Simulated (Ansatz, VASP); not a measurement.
Au: VASP beside Ansatz

The input INCAR:

```
SYSTEM = Au
  ALGO = Normal
  EDIFF = 1E-6
  ENCUT = 520
  GGA = PE
  ISIF = 2
  ISMEAR = -1
  LASPH = .TRUE.
  LCHARG = .TRUE.
  LELF = .TRUE.
  LREAL = .FALSE.
  LVHAR = .TRUE.
  LWAVE = .FALSE.
  NBANDS = 36
  NELM = 100
  PREC = Accurate
  SIGMA = 0.05
```

Contents of KPOINTS:

```
k-points
0
G
  12 9 1
  0 0 0
```

The input POSCAR:

```
Au
1.0
    2.9400990585      0.0000000000      0.0000000000
    0.0000000000      4.1579279633      0.0000000000
    0.0000000000      0.0000000000     21.8802000000
Au
5
Direct
    0.0000000000      0.0000000000      0.3697836720
    0.5000000000      0.5000000000      0.4291948292
    0.0000000000      0.0000000000      0.5000000000
    0.5000000000      0.5000000000      0.5708051708
    0.0000000000      0.0000000000      0.6302163280
```

Input for Ansatz:

```yaml
crystal:
  lattice:
    - [2.9400990585, 0.0, 0.0]
    - [0.0, 4.1579279633, 0.0]
    - [0.0, 0.0, 21.8802]
  atoms:
    - { symbol: Au, position: [0.0, 0.0, 0.369783672] }
    - { symbol: Au, position: [0.5, 0.5, 0.4291948292] }
    - { symbol: Au, position: [0.0, 0.0, 0.5] }
    - { symbol: Au, position: [0.5, 0.5, 0.5708051708] }
    - { symbol: Au, position: [0.0, 0.0, 0.630216328] }
kpoints:
  mp_grid: { grid: [12, 9, 1] }
scf:
  occupations: { method: fermi_dirac, width: 0.05 }
hamiltonian:
  xc: pbe
  pseudopotentials: { kind: paw }
output:
  forces: true
  stress: true
  eigenvalues: true
  core_levels:
    shells: { Au: ["4f"] }
    counted_from: fermi_level
    add_spin: false
  write_density: true
  write_potential: true
  elf: true
  volumetric_format: npy
```

Alike in both runs: task single point; functional PBE; k mesh 12 × 9 × 1; occupations fermi-dirac, width 0.05 eV; no spin polarisation.

|  | VASP | Ansatz |
| --- | --- | --- |
| version | VASP 6.6.1 | Ansatz 0.2.0 |
| potentials or method | VASP PAW PBE potentials, release 64 (Au) | PAW with Ansatz's default frozen-core files, scalar-relativistic |
| plane-wave cutoff (eV) | 520 | 420 |
| valence electrons in the cell | 55 | 95 |

|  | VASP | Ansatz | Ansatz less VASP |
| --- | --- | --- | --- |
| rms of the force components (eV/Å) | 0.004 | 0.002 | -0.0020 |

Atom by atom the forces differ by 0.004 eV/Å (rms over components). The functional is the same, so the differences come from potentials, cutoffs and numerics. VASP's potentials hold 55 valence electrons a cell and Ansatz's 95, so a difference there can come from the potentials and not from the codes. Ansatz's warnings: xc potential rough in thin density.

Neither program's run includes spin-orbit coupling.
